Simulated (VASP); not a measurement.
Set up this calculation in VASP 6.6.1, as the native input.

```yaml
Task: single point
Functional: PBE
Potentials_or_basis: VASP PAW PBE potentials, release 64 (K_sv)
Cutoff: 520 eV
k_mesh: 5 × 5 × 5
Occupations: methfessel-paxton, width 0.05 eV
Spin: no spin polarisation
Dipole_correction: no
Further_INCAR_settings: ALGO = Normal; EDIFF = 1e-06; NBANDS = 10
```

The structure of K lies in POSCAR:

```
K
1.0
   -2.6396433163      2.6396433163      2.6396433163
    2.6396433163     -2.6396433163      2.6396433163
    2.6396433163      2.6396433163     -2.6396433163
K
1
Direct
    0.0000000000      0.0000000000      0.0000000000
```

These files were run (other wordings do the same):

INCAR

```
SYSTEM = K
PREC = Accurate
ENCUT = 520
EDIFF = 1E-6
ISMEAR = 1
SIGMA = 0.05
LREAL = .FALSE.
LASPH = .TRUE.
NELM = 100
ALGO = Normal
ISIF = 2
LWAVE = .FALSE.
LCHARG = .FALSE.
GGA = PE
NBANDS = 10
```

KPOINTS

```
regular mesh
0
G
  5 5 5
  0 0 0
```

Potentials or basis: VASP PAW PBE potentials, release 64 (K_sv).

The run is started by

```console
$ cat potpaw_PBE.64/K_sv/POTCAR > POTCAR
$ mpirun -np 1 vasp_std > vasp.out
```

It gave:

```yaml
Pressure: 0.0 GPa
```

Wall time 7.7 s on 1 thread of Intel(R) Xeon(R) Platinum 8175M CPU @ 2.50GHz (Skylake/Cascade Lake), on a shared host, peak memory 0.19 GiB.
